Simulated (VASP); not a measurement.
# Sb (Fm-3m) in VASP: a series of runs

Runs on Sb. Level: PBE. Tasks: single point.

All numbers are computed with VASP 6.6.1; they aren't measurements. Logs are shortened: lines on timing, memory, paths and dates and some standing lists are left out, and cuts for length are marked.

## Step 1: The cell of the first run

The structure is cubic, space group Fm-3m (No. 225). The conventional cell has a = 4.793 Å, b = 4.793 Å, c = 4.793 Å, α = 90.00°, β = 90.00°, γ = 90.00°. Sb (site symmetry m-3m) has 12 Sb at 3.39 Å within 4.5 Å.

## Step 2: Single point, PBE

Input file INCAR:

```
PREC = Accurate
ENCUT = 520
EDIFF = 1E-7
ISMEAR = -1
SIGMA = 0.1
LREAL = F
LASPH = T
NELM = 80
ALGO = Normal
ISIF = 2
LWAVE = F
LCHARG = F
GGA = PE
NBANDS = 14
```

Input file KPOINTS:

```
Automatic mesh
0
Gamma
  11 11 4
```

Input file POSCAR:

```
Sb
1.0
    0.0000000000      2.3962708736     -2.3962708736
   -2.3962708736      0.0000000000      2.3962708736
    4.7925417473      4.7925417473      4.7925417473
Sb
3
Direct
    0.0000000000      0.0000000000      0.0000000000
    0.3333333330      0.6666666670      0.3333333330
    0.6666666670      0.3333333330      0.6666666670
```

Potentials or basis: VASP PAW PBE potentials, release 64 (Sb).

Run with:

```sh
> cat potpaw_PBE.64/Sb/POTCAR > POTCAR
> mpirun -np 1 vasp_std > vasp.out
```

OUTCAR:

```text
PREC = Accurate
   ENCUT = 520
   EDIFF = 1E-7
   ISMEAR = -1
   LREAL = F
   LASPH = T
   NELM = 80
   ISIF = 2
   GGA = PE

 ion  position               nearest neighbor table
   1  0.000  0.000  0.000-   2 3.39   3 3.39   3 3.39   2 3.39   3 3.39   2 3.39
   2  0.333  0.667  0.333-   1 3.39   1 3.39   1 3.39   3 3.39   3 3.39   3 3.39
   3  0.667  0.333  0.667-   1 3.39   1 3.39   1 3.39   2 3.39   2 3.39   2 3.39

  LATTYP: Found a hexagonal cell.
 ALAT       =     3.3888387686
 C/A-ratio  =     2.4494897428

  Lattice vectors:

 A1 = (   0.0000000000,   2.3962708736,  -2.3962708736)
 A2 = (  -2.3962708736,   0.0000000000,   2.3962708736)
 A3 = (   4.7925417473,   4.7925417473,   4.7925417473)

Analysis of symmetry for initial positions (statically):
=====================================================================
 Subroutine PRICEL returns following result:

  LATTYP: Found a face centered cubic cell.
 ALAT       =     4.7925417425

  Lattice vectors:

 A1 = (   2.3962708712,   2.3962708712,   0.0000000000)
 A2 = (  -0.0000000024,   2.3962708712,   2.3962708736)
 A3 = (   2.3962708784,   0.0000000048,   2.3962708736)

   3 primitive cells build up your supercell.

 Routine SETGRP: Setting up the symmetry group for a
 hexagonal supercell.

 Subroutine GETGRP returns: Found 12 space group operations
 (whereof 12 operations were pure point group operations)
 out of a pool of 24 trial point group operations.

The static configuration has the point symmetry D_3d.

Analysis of symmetry for dynamics (positions and initial velocities):
=====================================================================
 Subroutine PRICEL returns following result:

  LATTYP: Found a face centered cubic cell.
 ALAT       =     4.7925417425

  Lattice vectors:

 A1 = (   2.3962708712,   2.3962708712,   0.0000000000)
 A2 = (  -0.0000000024,   2.3962708712,   2.3962708736)
 A3 = (   2.3962708784,   0.0000000048,   2.3962708736)

   3 primitive cells build up your supercell.

 Routine SETGRP: Setting up the symmetry group for a
 hexagonal supercell.

 Subroutine GETGRP returns: Found 12 space group operations
 (whereof 12 operations were pure point group operations)
 out of a pool of 24 trial point group operations.

The dynamic configuration has the point symmetry D_3d.

 Subroutine INISYM returns: Found 12 space group operations
 (whereof 12 operations are pure point group operations),
 and found     3 'primitive' translations

----------------------------------------------------------------------------------------

                                     Primitive cell

  volume of cell :      27.5193

  direct lattice vectors                    reciprocal lattice vectors
     2.396270871  2.396270871  0.000000000     0.208657546  0.208657547 -0.208657546
    -0.000000002  2.396270871  2.396270874    -0.208657546  0.208657546  0.208657546
     2.396270878  0.000000005  2.396270874     0.208657546 -0.208657546  0.208657546

  length of vectors
     3.388838765  3.388838767  3.388838772     0.361405472  0.361405471  0.361405471

  position of ions in fractional coordinates (direct lattice)
     0.000000000  0.000000000  0.000000000

  ion indices of the primitive-cell ions
   primitive index   ion index
                 1           1

----------------------------------------------------------------------------------------

 KPOINTS: Automatic mesh

Automatic generation of k-mesh.
 Grid dimensions read from file:
 generate k-points for:   11   11    4

 Generating k-lattice:

  Cartesian coordinates                     Fractional coordinates (reciprocal lattice)
    -0.012645912  0.025291824 -0.012645912     0.090909091  0.000000000  0.000000000
    -0.025291824  0.012645912  0.012645912     0.000000000  0.090909091  0.000000000
     0.017388129  0.017388129  0.017388129     0.000000000  0.000000000  0.250000000

  Length of vectors
     0.030976031  0.030976031  0.030117123

  Shift w.r.t. Gamma in fractional coordinates (k-lattice)
     0.000000000  0.000000000  0.000000000

 Subroutine IBZKPT returns following result:
 ===========================================

 Found     58 irreducible k-points:

 Following reciprocal coordinates:
            Coordinates               Weight
  0.000000  0.000000  0.000000      1.000000
  0.090909  0.000000  0.000000      6.000000
  0.181818  0.000000  0.000000      6.000000
  0.272727  0.000000  0.000000      6.000000
  0.363636  0.000000  0.000000      6.000000
  0.454545  0.000000  0.000000      6.000000
[... 16 lines left out ...]
  0.000000  0.272727  0.250000      6.000000
  0.363636  0.000000  0.250000      6.000000
 [... further k-points ...]
   k-points           NKPTS =     58   k-points in BZ     NKDIM =     58   number of bands    NBANDS=     14
   number of dos      NEDOS =    301   number of ions     NIONS =      3
   total plane-waves  NPLWV =  50176
   dimension x,y,z NGX =    28 NGY =   28 NGZ =   64
   dimension x,y,z NGXF=    56 NGYF=   56 NGZF=  128
   ions per type =               3
   NGX,Y,Z   is equivalent  to a cutoff of  13.74, 13.74, 12.82 a.u.
   NGXF,Y,Z  is equivalent  to a cutoff of  27.47, 27.47, 25.64 a.u.
 SYSTEM =  unknown system
   PREC   = accura    normal or accurate (medium, high low for compatibility)
   ISTART =      0    job   : 0-new  1-cont  2-samecut
   ICHARG =      2    charge: 1-file 2-atom 10-const
   ISPIN  =      1    spin polarized calculation?
   LNONCOLLINEAR =      F non collinear calculations
   LSORBIT =      F    spin-orbit coupling
   LASPH  =      T    aspherical Exc in radial PAW
   ENCUT  =  520.0 eV  38.22 Ry    6.18 a.u.   6.30  6.30 15.43*2*pi/ulx,y,z
   NELM   =     80;   NELMIN=  2; NELMDL= -5     # of ELM steps
   EDIFF  = 0.1E-06   stopping-criterion for ELM
   LREAL  =      F    real-space projection
   EDIFFG = 0.1E-05   stopping-criterion for IOM
   NSW    =      0    number of steps for IOM
   IBRION =     -1    ionic relax: 0-MD 1-quasi-New 2-CG
   NFREE  =      0    steps in history (QN), initial steepest desc. (CG)
   ISIF   =      2    stress and relaxation
   ISYM   =      2    0-nonsym 1-usesym 2-fastsym
   POTIM  = 0.5000    time-step for ionic-motion
   TEBEG  =    0.0;   TEEND  =   0.0 temperature during run
   PSTRESS=    0.0 pullay stress
   NELECT =      15.0000    total number of electrons
   NUPDOWN=      -1.0000    fix difference up-down
   EMIN   =  10.00;   EMAX   =-10.00  energy-range for DOS
   EFERMI =   0.00;   METHOD = LEGACY
   ISMEAR =    -1;   SIGMA  =   0.10  broadening in eV -4-tet -1-fermi 0-gaus
   EFERMI_NEDOS =   21; number of points for ismear=-14 and -15
   IALGO  =     38    algorithm
   IMIX   =      4    mixing-type and parameters
     AMIX     =   0.40;   BMIX     =  1.00
     AMIX_MAG =   1.60;   BMIX_MAG =  1.00
  volume/ion in A,a.u.               =      27.52       185.71
  Fermi-wavevector in a.u.,A,eV,Ry     =   0.927226  1.752203 11.697582  0.859748
  Thomas-Fermi vector in A             =   2.053273
   LORBIT       =      0    0 simple, 1 ext, 2 COOP (PROOUT), +10 PAW based schemes
   GGA     = PE    functional components
[... 5 lines left out ...]
 non-spin polarized calculation
  energy-cutoff  :      520.00
  volume of cell :       82.56
 maximum number of plane-waves:      2241
 NGX is ok and might be reduce to    28
   NGX = 13   NGY = 13   NGZ = 31

 number of electron      15.0000000 magnetization

 Free energy of the ion-electron system (eV)
  ---------------------------------------------------
  ext. energy  EPLUGINS =         0.00000000
  ---------------------------------------------------
  free energy    TOTEN  =       -11.50681875 eV

  energy without entropy =      -11.43727298  energy(sigma->0) =      -11.47204586

 E-fermi :   8.2684     XC(G=0): -10.1392

 val. band max:        8.2661211929   @ k =  -0.1818  -0.4545   0.2500
 cond. band min:       8.2727274190   @ k =   0.2727   0.1818   0.5000
 fundamental gap:      0.0066062261
 Fermi energy:         8.2683595645

 k-point     1 :       0.0000    0.0000    0.0000
  band No.  band energies     occupation
      1      -4.5143      2.00000
      2      -2.4391      2.00000
      3      -2.4391      2.00000
      4       5.2187      2.00000
      5       5.2187      2.00000
      6      12.0676      0.00000
      7      12.0676      0.00000
      8      12.0676      0.00000
      9      12.0676      0.00000
     10      13.4029      0.00000
     11      13.4029      0.00000
     12      13.4048      0.00000
     13      16.2478      0.00000
     14      16.2478      0.00000

 k-point     2 :       0.0909    0.0000    0.0000
  band No.  band energies     occupation
      1      -4.3720      2.00000
      2      -2.3033      2.00000
      3      -2.3019      2.00000
      4       5.3356      2.00000
      5       5.3412      2.00000
      6      10.4544      0.00000
      7      11.2646      0.00000
      8      11.4399      0.00000
      9      12.2401      0.00000
     10      12.3256      0.00000
     11      13.0359      0.00000
     12      13.2796      0.00000
     13      15.8980      0.00000
     14      16.9824      0.00000

 k-point     3 :       0.1818    0.0000    0.0000
  band No.  band energies     occupation
      1      -3.9475      2.00000
      2      -1.9057      2.00000
      3      -1.8924      2.00000
      4       5.6323      2.00000
      5       5.6790      2.00000
      6       8.1757      1.43280
      7       9.6952      0.00000
      8      10.0175      0.00000
      9      10.3364      0.00000
     10      11.9583      0.00000
     11      12.2762      0.00000
     12      12.8394      0.00000
     13      14.5329      0.00000
     14      15.9529      0.00000
[... 324 lines left out ...]
 k-point    23 :       0.0000    0.2727    0.2500
  band No.  band energies     occupation
      1      -3.1247      2.00000
      2      -2.0729      2.00000
      3      -0.3852      2.00000
      4       4.6416      2.00000
      5       6.0421      2.00000
      6       6.8705      2.00000
      7       7.3060      1.99987
      8       9.3554      0.00004
      9       9.6922      0.00000
     10      10.6105      0.00000
     11      12.2577      0.00000
     12      12.3754      0.00000
     13      13.8091      0.00000
     14      14.3762      0.00000

 k-point    24 :       0.3636    0.0000    0.2500
  band No.  band energies     occupation
      1      -2.1642      2.00000
      2      -1.3075      2.00000
      3       0.4087      2.00000
      4       3.8748      2.00000
      5       4.1844      2.00000
      6       6.5044      2.00000
      7       6.5876      2.00000
      8       9.0769      0.00062
      9       9.4894      0.00001
     10       9.6411      0.00000
     11      10.1665      0.00000
     12      11.6856      0.00000
     13      12.9920      0.00000
     14      14.3655      0.00000

 [... further k-points ...]

------------------------ aborting loop because EDIFF is reached ----------------------------------------

  FORCE on cell =-STRESS in cart. coord.  units (eV):
  Direction    XX          YY          ZZ          XY          YZ          ZX
  --------------------------------------------------------------------------------------
  -------------------------------------------------------------------------------------
  Total       -0.1405776     -0.1405776     -0.1405776     -0.0264396     -0.0264396     -0.0264396
  in kB       -2.7281473     -2.7281473     -2.7281473     -0.5131059     -0.5131059     -0.5131059
  external PRESSURE =      -2.7281473 kB  Pullay stress =       0.0000000 kB

 VOLUME and BASIS-vectors are now :
 -----------------------------------------------------------------------------
  energy-cutoff  :      520.00
  volume of cell :       82.56
      direct lattice vectors                 reciprocal lattice vectors
     0.000000000  2.396270874 -2.396270874    -0.139105031  0.278210061 -0.139105031
    -2.396270874  0.000000000  2.396270874    -0.278210061  0.139105031  0.139105031
     4.792541747  4.792541747  4.792541747     0.069552515  0.069552515  0.069552515

 POSITION                                       TOTAL-FORCE (eV/Angst)
 -----------------------------------------------------------------------------------
      0.00000      0.00000      0.00000         0.000000      0.000000     -0.000000
     -0.00000      2.39627      2.39627         0.000000      0.000000      0.000000
      2.39627      4.79254      2.39627        -0.000000     -0.000000     -0.000000
 -----------------------------------------------------------------------------------
    total drift:                               -0.000000      0.000000      0.000000

  FREE ENERGIE OF THE ION-ELECTRON SYSTEM (eV)
  ---------------------------------------------------
  free  energy   TOTEN  =       -11.5068187466 eV

  energy  without entropy=      -11.4372729805  energy(sigma->0) =      -11.47204586
```

Run time: 1.7 min. Hardware: 1 thread of Intel Xeon 8259CL, shared host; peak memory 0.24 GiB.

Results:

```yaml
Free_energy: -11.5068 eV
Pressure: -0.3 GPa
```

Levels at points of the mesh, in eV from the Fermi level:
```
           k point  band 3  band 4  band 5  band 6  band 7  band 8  band 9  band 10  band 11  band 12
(0.00, 0.00, 0.00)  -10.71   -3.05   -3.05    3.80    3.80    3.80    3.80     5.13     5.13     5.14
(0.00, 0.00, 0.50)   -9.15   -5.70    1.59    1.59    3.50    3.50    4.57     4.57     4.57     4.57
```

Caveat: spin-orbit coupling is left out, which moves the levels of the heavy elements.

## Step 3: Single point, PBE

Input file INCAR:

```
PREC     = Accurate       # precision mode
ENCUT    = 520            # plane-wave cutoff, eV
EDIFF    = 1E-7           # SCF threshold, eV
ISMEAR   = -1             # smearing method
SIGMA    = 0.1            # smearing width, eV
LREAL    = False          # projectors in reciprocal space
LASPH    = True           # aspherical terms in the spheres
NELM     = 100            # most SCF steps
ALGO     = Normal         # electronic algorithm
ISIF     = 2              # what is computed and relaxed
LWAVE    = False          # write WAVECAR
LCHARG   = False          # write CHGCAR
GGA      = PE             # functional
NBANDS   = 14             # bands
ISYM     = 0
```

KPOINTS is that of step 2.

POSCAR is that of step 2.

Potentials or basis: VASP PAW PBE potentials, release 64 (Sb).

Run with:

```sh
> cat potpaw_PBE.64/Sb/POTCAR > POTCAR
> mpirun -np 1 vasp_std > vasp.out
```

OUTCAR:

```text
PREC = Accurate
   ENCUT = 520
   EDIFF = 1E-7
   ISMEAR = -1
   LREAL = False
   LASPH = True
   NELM = 100
   ISIF = 2
   GGA = PE
   ISYM = 0

 ion  position               nearest neighbor table
   1  0.000  0.000  0.000-   2 3.39   3 3.39   3 3.39   2 3.39   3 3.39   2 3.39
   2  0.333  0.667  0.333-   1 3.39   1 3.39   1 3.39   3 3.39   3 3.39   3 3.39
   3  0.667  0.333  0.667-   1 3.39   1 3.39   1 3.39   2 3.39   2 3.39   2 3.39

IMPORTANT INFORMATION: All symmetrisations will be switched off!
NOSYMM: (Re-)initialisation of all symmetry stuff for point group C_1.

----------------------------------------------------------------------------------------

                                     Primitive cell

  volume of cell :      82.5580

  direct lattice vectors                    reciprocal lattice vectors
     0.000000000  2.396270874 -2.396270874    -0.139105031  0.278210061 -0.139105031
    -2.396270874  0.000000000  2.396270874    -0.278210061  0.139105031  0.139105031
     4.792541747  4.792541747  4.792541747     0.069552515  0.069552515  0.069552515

  length of vectors
     3.388838769  3.388838769  8.300925804     0.340736346  0.340736346  0.120468490

[... 149 lines left out ...]
     11      13.4029      0.00000
     12      13.4048      0.00000
     13      16.2478      0.00000
     14      16.2478      0.00000
[... 377 lines left out ...]
      1      -3.5272      2.00000
      2      -1.5168      2.00000
      3      -1.4967      2.00000
      4       5.8339      2.00000
      5       5.8521      2.00000
      6       7.2572      1.99992
      7       8.2187      1.24339
      8       8.8624      0.00525
      9       9.7747      0.00000
     10      10.6332      0.00000
     11      10.7948      0.00000
     12      13.0641      0.00000
     13      14.9907      0.00000
     14      16.2652      0.00000

 [... further k-points ...]

------------------------ aborting loop because EDIFF is reached ----------------------------------------

  FORCE on cell =-STRESS in cart. coord.  units (eV):
  Direction    XX          YY          ZZ          XY          YZ          ZX
  --------------------------------------------------------------------------------------
  -------------------------------------------------------------------------------------
  Total       -0.1405678     -0.1405678     -0.1405686     -0.0264429     -0.0264421     -0.0264421
  in kB       -2.7279556     -2.7279565     -2.7279724     -0.5131690     -0.5131538     -0.5131537
  external PRESSURE =      -2.7279615 kB  Pullay stress =       0.0000000 kB

 VOLUME and BASIS-vectors are now :
 -----------------------------------------------------------------------------
  energy-cutoff  :      520.00
  volume of cell :       82.56
      direct lattice vectors                 reciprocal lattice vectors
     0.000000000  2.396270874 -2.396270874    -0.139105031  0.278210061 -0.139105031
    -2.396270874  0.000000000  2.396270874    -0.278210061  0.139105031  0.139105031
     4.792541747  4.792541747  4.792541747     0.069552515  0.069552515  0.069552515

 POSITION                                       TOTAL-FORCE (eV/Angst)
 -----------------------------------------------------------------------------------
      0.00000      0.00000      0.00000        -0.000000     -0.000000     -0.000000
     -0.00000      2.39627      2.39627        -0.000007     -0.000007     -0.000007
      2.39627      4.79254      2.39627         0.000007      0.000007      0.000007
 -----------------------------------------------------------------------------------
    total drift:                               -0.000000     -0.000000     -0.000000

  FREE ENERGIE OF THE ION-ELECTRON SYSTEM (eV)
  ---------------------------------------------------
  free  energy   TOTEN  =       -11.5068187216 eV

  energy  without entropy=      -11.4372729550  energy(sigma->0) =      -11.47204584
```

OSZICAR:

```text
N       E                     dE             d eps       ncg     rms          rms(c)
DAV:   1     0.540071640901E+02    0.54007E+02   -0.47387E+03  6804   0.800E+02
DAV:   2    -0.848636537597E+01   -0.62494E+02   -0.58681E+02  8846   0.135E+02
DAV:   3    -0.114945302024E+02   -0.30082E+01   -0.29428E+01  8354   0.325E+01
DAV:   4    -0.115216795548E+02   -0.27149E-01   -0.27127E-01  8106   0.367E+00
DAV:   5    -0.115219589697E+02   -0.27941E-03   -0.27941E-03  8616   0.422E-01    0.282E+00
DAV:   6    -0.115119663335E+02    0.99926E-02   -0.61497E-03  7896   0.419E-01    0.159E+00
DAV:   7    -0.115067708769E+02    0.51955E-02   -0.11572E-02  7254   0.579E-01    0.617E-02
DAV:   8    -0.115068190556E+02   -0.48179E-04   -0.21708E-04  8636   0.105E-01    0.198E-02
DAV:   9    -0.115068210553E+02   -0.19998E-05   -0.49138E-06  8172   0.177E-02    0.387E-03
DAV:  10    -0.115068196222E+02    0.14331E-05   -0.35031E-07  8340   0.395E-03    0.277E-03
DAV:  11    -0.115068188174E+02    0.80479E-06   -0.16035E-08  5004   0.964E-04    0.589E-04
DAV:  12    -0.115068186306E+02    0.18687E-06   -0.29921E-09  4464   0.445E-04    0.246E-04
DAV:  13    -0.115068187216E+02   -0.91076E-07   -0.44578E-10  4200   0.175E-04
   1 F= -.11506819E+02 E0= -.11472046E+02  d E =-.695458E-01
```

Run time: 5.2 min. Hardware: 1 thread of Intel Xeon 8259CL, shared host; peak memory 0.38 GiB.

Results:

| Quantity | Value |
| --- | --- |
| Free energy | -11.5068 eV |
| Pressure | -0.3 GPa |

Caveat: spin-orbit coupling is left out, which moves the levels of the heavy elements.
